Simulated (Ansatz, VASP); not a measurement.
**Two plane-wave programs on GdO**

INCAR

```
ALGO     = Normal         # electronic algorithm
EDIFF    = 1E-6           # SCF threshold, eV
ENCUT    = 520            # plane-wave cutoff, eV
GGA      = PE             # functional
ISIF     = 2              # what is computed and relaxed
ISMEAR   = 0              # smearing method
ISPIN    = 2              # spin polarisation
LASPH    = True           # aspherical terms in the spheres
LCHARG   = True           # write CHGCAR
LDAU     = True           # DFT+U
LDAUJ    = 0 0          
LDAUL    = 3 -1           # shell
LDAUPRINT= 1            
LDAUTYPE = 2            
LDAUU    = 6 0            # U, eV
LELF     = True           # ELF
LMAXMIX  = 6              # l up to which the mixer works
LORBIT   = 11             # projections on sites
LREAL    = False          # projectors in reciprocal space
LVHAR    = True         
LWAVE    = False          # write WAVECAR
MAGMOM   = 7.7 0.02       # initial moments
NBANDS   = 23             # bands
NELM     = 150            # most SCF steps
PREC     = Accurate       # precision mode
SIGMA    = 0.05           # smearing width, eV
```

File KPOINTS:

```
k-points
0
Gamma
  10 10 10
```

File POSCAR:

```
GdO
1.0
    0.0000000000      2.6619611306      2.6619611306
    2.6619611306      0.0000000000      2.6619611306
    2.6619611306      2.6619611306      0.0000000000
Gd O
1 1
Direct
    0.0000000000      0.0000000000      0.0000000000
    0.2500000000      0.2500000000      0.2500000000
```

Input for Ansatz:

```yaml
crystal:
  lattice:
    - [0.0, 2.6619611306, 2.6619611306]
    - [2.6619611306, 0.0, 2.6619611306]
    - [2.6619611306, 2.6619611306, 0.0]
  atoms:
    - { symbol: Gd, position: [0.0, 0.0, 0.0], spin: 7.71 }
    - { symbol: O, position: [0.25, 0.25, 0.25] }
basis:
  ecutwfc: 420
  ecutrho_ratio: 4
kpoints:
  mp_grid: { grid: [10, 10, 10] }
hamiltonian:
  xc: pbe
  hubbard:
    sites:
      - { species: Gd, l: f, u_eff: 6.0, starting_ns: start.occupation_matrices }
    ns_hold: { iters: 6 }
scf:
  occupations: { method: gaussian, width: 0.05 }
  lower_state_search: "off"
output:
  forces: true
  stress: true
  eigenvalues: true
  populations: true
  hubbard: { sites: [{ species: Gd, l: f }] }
magnetization:
  spin_polarized: true
```

Alike in both runs: task single point; functional PBE; k mesh 10 × 10 × 10; occupations gaussian, width 0.05 eV; collinear spin; Hubbard terms Gd f U = 6.0 eV.

```csv
,VASP,Ansatz
version,VASP 6.6.1,Ansatz 0.2.0
potentials or method,"VASP PAW PBE potentials, release 64 (Gd, O), cutoff 520 eV","scalar-relativistic, plane waves, PAW"
valence electrons in the cell,24,24
```

```tsv
	VASP	Ansatz	Ansatz less VASP
gap on the k mesh at the Fermi level (eV)	none	none	-
pressure (GPa)	4.5	4.5	-0.06
net moment per atom (μB)	3.97	3.97	-0.002
size of the moment on the site where the two differ most (μB)	7.08	7.00	-0.072
```

Site moments also hang on the region over which each program counts them. The programs project onto different local orbitals, so the same U acts differently, and such runs can settle in different states. A gap of «none» marks a metal or a gap that the smearing closes. Ansatz's warnings: filled band counts differ across k points.

Spin-orbit coupling is off throughout.
